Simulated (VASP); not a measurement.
Ru:

```xyz
2
Lattice="2.7055 0.0000 0.0000 -1.3528 2.3431 0.0000 0.0000 0.0000 4.2679" Properties=species:S:1:pos:R:3 pbc="T T T"
Ru    0.0000    1.5620    1.0670
Ru    1.3528    0.7810    3.2010
```

Base run:

* Program: VASP 6.6.1
* Functional: r2SCAN
* Potentials or basis: VASP PAW PBE potentials, release 64 (Ru_sv)
* Cutoff: 660 eV
* k mesh: 15 × 15 × 8
* Occupations: fermi-dirac, width 0.15 eV
* Spin: no spin polarisation

Its results: band gap on the k mesh zero (band 16 reaches 16.74 eV, above the bottom of band 17 at 13.52 eV); pressure -0.3 GPa.

**Question.** The run is repeated on the same cell with these changes: potentials or basis from VASP PAW PBE potentials, release 64 (Ru_sv) to VASP PAW PBE potentials, release 64 (Ru_pv); cutoff from 660 eV to 520 eV; further incar settings from ALGO = Normal; EDIFF = 1e-06; NBANDS = 23 to ALGO = Normal; EDIFF = 1e-06; NBANDS = 21; valence electrons from 32 to 28. What comes out?

**Answer.** Band gap on the k mesh zero (band 14 reaches 14.42 eV, above the bottom of band 15 at 11.20 eV); pressure 1.0 GPa.

Caveats: the PAW data sets were made with another functional, which shifts forces and pressure a little.
